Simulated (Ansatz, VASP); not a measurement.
# C: VASP beside Ansatz

```
C
1.0
     2.50421    0.00000    0.00000
    -1.25210    2.16871    0.00000
     0.00000    0.00000    4.23139
C
4
Direct
  0.33333 0.66667 0.99959
  0.66667 0.33333 0.49959
  0.33333 0.66667 0.37441
  0.66667 0.33333 0.87441
```

Change from the starting cell: strained cell.

Alike in both runs: task relaxation of the atoms; functional r2SCAN; k mesh 9 × 9 × 6; occupations gaussian, width 0.02 eV; no spin polarisation.

|  | VASP | Ansatz |
| --- | --- | --- |
| version | VASP 6.6.1 | Ansatz 0.2.0 |
| potentials or method | VASP PAW PBE potentials, release 64 (C), cutoff 520 eV | scalar-relativistic, plane waves, PAW |
| valence electrons in the cell | 16 | 16 |

VASP gave:

- gap on the k mesh at the Fermi level, each at its own relaxed structure (eV): 3.62

What did Ansatz give for the same quantities?

gap on the k mesh at the Fermi level, each at its own relaxed structure (eV): 3.67.

VASP's potentials were made for PBE, not for r2SCAN. Ansatz's warnings: stress scf threshold loose.
